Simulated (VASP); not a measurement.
# K2Li2CrO6 in VASP: density of states with LDA

Aim: the density of states of K2Li2CrO6 with LDA.

Program: VASP 6.6.1. These are calculated values, not measurements. Logs are shortened: lines on timing, memory, paths and dates and some standing lists are left out, and cuts for length are marked.

## 1. The cell of the first run

The typed cell holds 11 atoms: a = 5.292 Å, b = 5.292 Å, c = 6.615 Å, α = 113.58°, β = 90.00°, γ = 120.00°.

## 2. Density of states, LDA

Input file POSCAR:

```
K2Li2CrO6
1.0
    5.2921467200      0.0000000000      0.0000000000
   -2.6460733600      4.5831336500      0.0000000000
    0.0000000000     -3.0554194300      5.8668288000
K Cr Li O
2 1 2 6
Direct
    0.8039600000      0.6078200000      0.4117800000
    0.1960400000      0.3921800000      0.5882200000
    0.0000000000      0.0000000000      0.0000000000
    0.6240000000      0.2479000000      0.8719000000
    0.3760000000      0.7521000000      0.1281000000
    0.7419600000      0.0182200000      0.7601800000
    0.7419600000      0.4839200000      0.7601800000
    0.2762600000      0.0182200000      0.7601800000
    0.2580400000      0.9817800000      0.2398200000
    0.7237400000      0.9817800000      0.2398200000
    0.2580400000      0.5160800000      0.2398200000
```

Input file INCAR.step1:

```
SYSTEM = K2Li2CrO6
PREC = Accurate
ENCUT = 520
EDIFF = 1E-7
ISMEAR = 1
SIGMA = 0.0105
LREAL = .False.
LASPH = .True.
NELM = 100
ALGO = Normal
ISIF = 2
LWAVE = .False.
LCHARG = .True.
LMAXMIX = 4
GGA = CA
NBANDS = 47
```

Input file KPOINTS.step1:

```
Automatic mesh
0
Gamma
  6 6 6
  0 0 0
```

Input file INCAR.step2:

```
SYSTEM = K2Li2CrO6
PREC = Accurate
ENCUT = 520
EDIFF = 1E-7
ISMEAR = -5
SIGMA = 0.0105
LREAL = .False.
LASPH = .True.
NELM = 100
ALGO = Normal
ISIF = 2
LWAVE = .False.
LCHARG = .False.
LMAXMIX = 4
GGA = CA
LORBIT = 11
NEDOS = 1001
ICHARG = 11
```

Input file KPOINTS.step2:

```
Automatic mesh
0
Gamma
  9 9 9
  0 0 0
```

Potentials or basis: VASP PAW LDA potentials, release 64 (K_sv, Cr_pv, Li_sv, O).

Launch:

```
$ cat potpaw_LDA.64/K_sv/POTCAR potpaw_LDA.64/Cr_pv/POTCAR potpaw_LDA.64/Li_sv/POTCAR potpaw_LDA.64/O/POTCAR > POTCAR
$ cp INCAR.step1 INCAR
$ cp KPOINTS.step1 KPOINTS
$ mpirun -np 1 vasp_std > vasp.out
$ cp INCAR.step2 INCAR
$ cp KPOINTS.step2 KPOINTS
$ mpirun -np 1 vasp_std > vasp.out
```

OUTCAR:

```text
SYSTEM = K2Li2CrO6
   PREC = Accurate
   ENCUT = 520
   EDIFF = 1E-7
   ISMEAR = -5
   LREAL = .False.
   LASPH = .True.
   NELM = 100
   ISIF = 2
   GGA = CA
   LORBIT = 11
   ICHARG = 11

 ion  position               nearest neighbor table
   1  0.804  0.608  0.412-   7 2.62   8 2.62   6 2.62  11 2.83  10 2.83   9 2.83   9 2.83  10 2.83
                            11 2.83   4 3.17   2 3.23   2 3.23   2 3.23   3 3.45
   2  0.196  0.392  0.588-  11 2.62  10 2.62   9 2.62   7 2.83   8 2.83   6 2.83   6 2.83   8 2.83
                             7 2.83   5 3.17   1 3.23   1 3.23   1 3.23   3 3.45
   3  0.000  0.000  0.000-   6 2.16   8 2.16   9 2.16  10 2.16  11 2.16   7 2.16   1 3.45   2 3.45

   4  0.624  0.248  0.872-   6 1.57   7 1.57   8 1.57   1 3.17
   5  0.376  0.752  0.128-   9 1.57  11 1.57  10 1.57   2 3.17
   6  0.742  0.018  0.760-   4 1.57   3 2.16   1 2.62   2 2.83   2 2.83
   7  0.742  0.484  0.760-   4 1.57   3 2.16   1 2.62   2 2.83   2 2.83
   8  0.276  0.018  0.760-   4 1.57   3 2.16   1 2.62   2 2.83   2 2.83
   9  0.258  0.982  0.240-   5 1.57   3 2.16   2 2.62   1 2.83   1 2.83
  10  0.724  0.982  0.240-   5 1.57   3 2.16   2 2.62   1 2.83   1 2.83
  11  0.258  0.516  0.240-   5 1.57   3 2.16   2 2.62   1 2.83   1 2.83

  LATTYP: Found a trigonal (rhomboedric) cell.
 ALAT       =     6.6147764937
 COS(alpha) =     0.6799607127

  Lattice vectors:

 A1 = (   0.0000000000,  -3.0554194300,   5.8668288000)
 A2 = (   2.6460733600,   1.5277142200,   5.8668288000)
 A3 = (  -2.6460733600,   1.5277142200,   5.8668288000)

Analysis of symmetry for initial positions (statically):
=====================================================================
 Subroutine PRICEL returns:
 Original cell was already a primitive cell.

 Routine SETGRP: Setting up the symmetry group for a
 trigonal (rhombohedral) supercell.

 Subroutine GETGRP returns: Found  4 space group operations
 (whereof  4 operations were pure point group operations)
 out of a pool of 12 trial point group operations.

The static configuration has the point symmetry C_2h.

Analysis of symmetry for dynamics (positions and initial velocities):
=====================================================================
 Subroutine PRICEL returns:
 Original cell was already a primitive cell.

 Routine SETGRP: Setting up the symmetry group for a
 trigonal (rhombohedral) supercell.

 Subroutine GETGRP returns: Found  4 space group operations
 (whereof  4 operations were pure point group operations)
 out of a pool of 12 trial point group operations.

The dynamic configuration has the point symmetry C_2h.

 Subroutine INISYM returns: Found  4 space group operations
 (whereof  4 operations are pure point group operations),
 and found     1 'primitive' translations

----------------------------------------------------------------------------------------

                                     Primitive cell

  volume of cell :     142.2977

  direct lattice vectors                    reciprocal lattice vectors
     5.292146720  0.000000000  0.000000000     0.188959236  0.109095662  0.056816556
    -2.646073360  4.583133650  0.000000000     0.000000000  0.218191324  0.113633112
     0.000000000 -3.055419430  5.866828800     0.000000000  0.000000000  0.170449835

  length of vectors
     5.292146720  5.292146850  6.614776494     0.225467464  0.246008004  0.170449835

  position of ions in fractional coordinates (direct lattice)
     0.803960000  0.607820000  0.411780000
     0.196040000  0.392180000  0.588220000
     0.000000000  0.000000000  0.000000000
     0.624000000  0.247900000  0.871900000
     0.376000000  0.752100000  0.128100000
     0.741960000  0.018220000  0.760180000
     0.741960000  0.483920000  0.760180000
     0.276260000  0.018220000  0.760180000
     0.258040000  0.981780000  0.239820000
     0.723740000  0.981780000  0.239820000
     0.258040000  0.516080000  0.239820000

  ion indices of the primitive-cell ions
   primitive index   ion index
                 1           1
                 2           2
                 3           3
                 4           4
                 5           5
                 6           6
                 7           7
                 8           8
                 9           9
                10          10
                11          11

----------------------------------------------------------------------------------------

 KPOINTS: Automatic mesh

Automatic generation of k-mesh.
 Grid dimensions read from file:
 generate k-points for:    9    9    9

 Generating k-lattice:

  Cartesian coordinates                     Fractional coordinates (reciprocal lattice)
     0.020995471  0.012121740  0.006312951     0.111111111  0.000000000 -0.000000000
     0.000000000  0.024243480  0.012625901     0.000000000  0.111111111 -0.000000000
     0.000000000  0.000000000  0.018938871     0.000000000  0.000000000  0.111111111

  Length of vectors
     0.025051940  0.027334223  0.018938871

  Shift w.r.t. Gamma in fractional coordinates (k-lattice)
     0.000000000  0.000000000  0.000000000

 TETIRR: Found   2175 inequivalent tetrahedra from     4374

 Subroutine IBZKPT returns following result:
 ===========================================

 Found    205 irreducible k-points:

 Following reciprocal coordinates:
            Coordinates               Weight
  0.000000  0.000000  0.000000      1.000000
  0.111111 -0.000000  0.000000      4.000000
 -0.111111  0.111111  0.000000      2.000000
  0.222222 -0.000000  0.000000      4.000000
 -0.222222  0.222222  0.000000      2.000000
  0.333333 -0.000000  0.000000      4.000000
[... 16 lines left out ...]
  0.444444  0.111111 -0.111111      4.000000
 -0.444444  0.111111 -0.000000      4.000000
 [... further k-points ...]
   k-points           NKPTS =    205   k-points in BZ     NKDIM =    205   number of bands    NBANDS=     43
   number of dos      NEDOS =   1001   number of ions     NIONS =     11
   total plane-waves  NPLWV =  80000
   dimension x,y,z NGX =    40 NGY =   40 NGZ =   50
   dimension x,y,z NGXF=    80 NGYF=   80 NGZF=  100
   ions per type =               2   1   2   6
   NGX,Y,Z   is equivalent  to a cutoff of  12.57, 12.57, 12.57 a.u.
   NGXF,Y,Z  is equivalent  to a cutoff of  25.13, 25.13, 25.13 a.u.
 SYSTEM =  K2Li2CrO6
   PREC   = accura    normal or accurate (medium, high low for compatibility)
   ISTART =      0    job   : 0-new  1-cont  2-samecut
   ICHARG =     11    charge: 1-file 2-atom 10-const
   ISPIN  =      1    spin polarized calculation?
   LNONCOLLINEAR =      F non collinear calculations
   LSORBIT =      F    spin-orbit coupling
   LASPH  =      T    aspherical Exc in radial PAW
   ENCUT  =  520.0 eV  38.22 Ry    6.18 a.u.   9.84  9.84 12.30*2*pi/ulx,y,z
   NELM   =    100;   NELMIN=  2; NELMDL=  0     # of ELM steps
   EDIFF  = 0.1E-06   stopping-criterion for ELM
   LREAL  =      F    real-space projection
   EDIFFG = 0.1E-05   stopping-criterion for IOM
   NSW    =      0    number of steps for IOM
   IBRION =     -1    ionic relax: 0-MD 1-quasi-New 2-CG
   NFREE  =      0    steps in history (QN), initial steepest desc. (CG)
   ISIF   =      2    stress and relaxation
   ISYM   =      2    0-nonsym 1-usesym 2-fastsym
   POTIM  = 0.5000    time-step for ionic-motion
   TEBEG  =    0.0;   TEEND  =   0.0 temperature during run
   PSTRESS=    0.0 pullay stress
   NELECT =      72.0000    total number of electrons
   NUPDOWN=      -1.0000    fix difference up-down
   EMIN   =  10.00;   EMAX   =-10.00  energy-range for DOS
   EFERMI =   0.00;   METHOD = LEGACY
   ISMEAR =    -5;   SIGMA  =   0.01  broadening in eV -4-tet -1-fermi 0-gaus
   EFERMI_NEDOS =   21; number of points for ismear=-14 and -15
   IALGO  =     38    algorithm
   IMIX   =      4    mixing-type and parameters
     AMIX     =   0.40;   BMIX     =  1.00
     AMIX_MAG =   1.60;   BMIX_MAG =  1.00
  volume/ion in A,a.u.               =      12.94        87.30
  Fermi-wavevector in a.u.,A,eV,Ry     =   1.304527  2.465198 23.154267  1.701791
  Thomas-Fermi vector in A             =   2.435457
   LORBIT       =     11    0 simple, 1 ext, 2 COOP (PROOUT), +10 PAW based schemes
   GGA     = CA    functional components
   LHFCALC =     F    Hartree Fock is set to
   AEXX    =    0.0000 exact exchange contribution
   IVDW    =     0    specifies the selected vdW correction
   LEPSILON=     F    determine dielectric tensor
   LRPA    =     F    only Hartree local field effects (RPA)
 non-spin polarized calculation
 Fermi weights with tetrahedron method with Bloechl corrections
  energy-cutoff  :      520.00
  volume of cell :      142.30
 maximum number of plane-waves:      3857

 number of electron      72.0000007 magnetization

 Free energy of the ion-electron system (eV)
  ---------------------------------------------------
  ext. energy  EPLUGINS =         0.00000000
  ---------------------------------------------------
  free energy    TOTEN  =       -58.58206105 eV

  energy without entropy =      -58.58206105  energy(sigma->0) =      -58.58206105

 E-fermi :  -0.1314     XC(G=0): -10.2049

 val. band max:       -0.1124472996   @ k =  -0.3333   0.0000   0.1111
 cond. band min:      -0.1433228969   @ k =  -0.3333   0.1111  -0.4444
 fundamental gap:     -0.0308755973
 Fermi energy:        -0.1313543024

 k-point     1 :       0.0000    0.0000    0.0000
  band No.  band energies     occupation
      1     -43.7935      2.00000
      2     -43.7198      2.00000
      3     -43.7197      2.00000
      4     -40.7029      2.00000
      5     -40.6985      2.00000
      6     -26.9392      2.00000
[... 35 lines left out ...]
     42       2.4343      0.00000
     43       3.8660      0.00000

 k-point     2 :       0.1111   -0.0000    0.0000
  band No.  band energies     occupation
      1     -43.7935      2.00000
      2     -43.7198      2.00000
      3     -43.7197      2.00000
      4     -40.7028      2.00000
      5     -40.6987      2.00000
      6     -26.9337      2.00000
[... 35 lines left out ...]
     42       2.4216      0.00000
     43       3.8693      0.00000

 k-point     3 :      -0.1111    0.1111    0.0000
  band No.  band energies     occupation
      1     -43.7935      2.00000
      2     -43.7198      2.00000
      3     -43.7197      2.00000
      4     -40.7028      2.00000
      5     -40.6987      2.00000
      6     -26.9337      2.00000
[... 919 lines left out ...]
      6     -26.8663      2.00000
[... 35 lines left out ...]
     42       2.2959      0.00000
     43       3.8677      0.00000

 k-point    24 :      -0.4444    0.1111   -0.0000
  band No.  band energies     occupation
      1     -43.7935      2.00000
      2     -43.7199      2.00000
      3     -43.7198      2.00000
      4     -40.7015      2.00000
      5     -40.6998      2.00000
      6     -26.8801      2.00000
[... 35 lines left out ...]
     42       2.3185      0.00000
     43       3.8683      0.00000

 [... further k-points ...]
[... 5 lines left out ...]
  --------------------------------------------------------------------------------------
  -------------------------------------------------------------------------------------
  Total       -3.0254835     -3.0389649    -16.6722876     -0.0116751      0.0045187     -0.0078416
  in kB      -34.0649340    -34.2167262   -187.7188835     -0.1314540      0.0508781     -0.0882916
  external PRESSURE =     -85.3335146 kB  Pullay stress =       0.0000000 kB

 VOLUME and BASIS-vectors are now :
 -----------------------------------------------------------------------------
  energy-cutoff  :      520.00
  volume of cell :      142.30
      direct lattice vectors                 reciprocal lattice vectors
     5.292146720  0.000000000  0.000000000     0.188959236  0.109095662  0.056816556
    -2.646073360  4.583133650  0.000000000     0.000000000  0.218191324  0.113633112
     0.000000000 -3.055419430  5.866828800     0.000000000  0.000000000  0.170449835

 POSITION                                       TOTAL-FORCE (eV/Angst)
 -----------------------------------------------------------------------------------
      2.64634      1.52756      2.41584        -0.001031      0.000595     -0.247243
     -0.00026      0.00015      3.45099         0.001031     -0.000595      0.247243
      0.00000      0.00000      0.00000         0.000000     -0.000000      0.000000
      2.64634     -1.52786      5.11529        -0.005161      0.002981      3.092440
     -0.00026      3.05558      0.75154         0.005161     -0.002981     -3.092440
      3.87835     -2.23916      4.45985         4.317041     -2.492444      1.571028
      2.64607     -0.10480      4.45985        -0.000486      4.977729      1.574321
      1.41380     -2.23916      4.45985        -4.311081     -2.488442      1.574321
     -1.23228      3.76688      1.40698        -4.317041      2.492444     -1.571028
      1.23228      3.76688      1.40698         4.311081      2.488442     -1.574321
      0.00000      1.63251      1.40698         0.000486     -4.977729     -1.574321
 -----------------------------------------------------------------------------------
    total drift:                               -0.000000      0.000000     -0.000000

  FREE ENERGIE OF THE ION-ELECTRON SYSTEM (eV)
  ---------------------------------------------------
  free  energy   TOTEN  =       -58.5820610514 eV

  energy  without entropy=      -58.5820610514  energy(sigma->0) =      -58.58206105

 total charge

# of ion       s       p       d       tot
------------------------------------------
    1        1.959   5.570   0.047   7.576
    2        1.959   5.570   0.047   7.576
    3        0.290   6.249   3.694  10.232
    4        2.092   0.237   0.000   2.328
    5        2.092   0.237   0.000   2.328
    6        1.585   3.242   0.000   4.826
    7        1.585   3.241   0.000   4.826
    8        1.585   3.241   0.000   4.826
    9        1.585   3.242   0.000   4.826
   10        1.585   3.241   0.000   4.826
   11        1.585   3.241   0.000   4.826
--------------------------------------------------
tot         17.901  37.311   3.787  58.999
```

Wall time 26 min (1 thread of Intel Xeon Platinum 8259CL at 2.50GHz (Skylake/Cascade Lake), shared host); peak memory 0.99 GiB.

Results:

```
Valence electrons inside the program's atomic spheres : K 7.58; Cr 10.23; Li 2.33; O 4.83
```

Caveat: the cutoff is under 1.25 times the usual one of these potentials, so pressure, stress and relaxed cells hold a basis-set (Pulay) error; the run has no spin polarisation, though such a crystal can be magnetic; semilocal functionals often make such compounds metallic where correlation or magnetic order opens a gap, which also shifts bond lengths; tetrahedron occupations give inexact forces and stress in metals. Spin polarisation is off, so any magnetic state and its effect on volume and gap are missing.
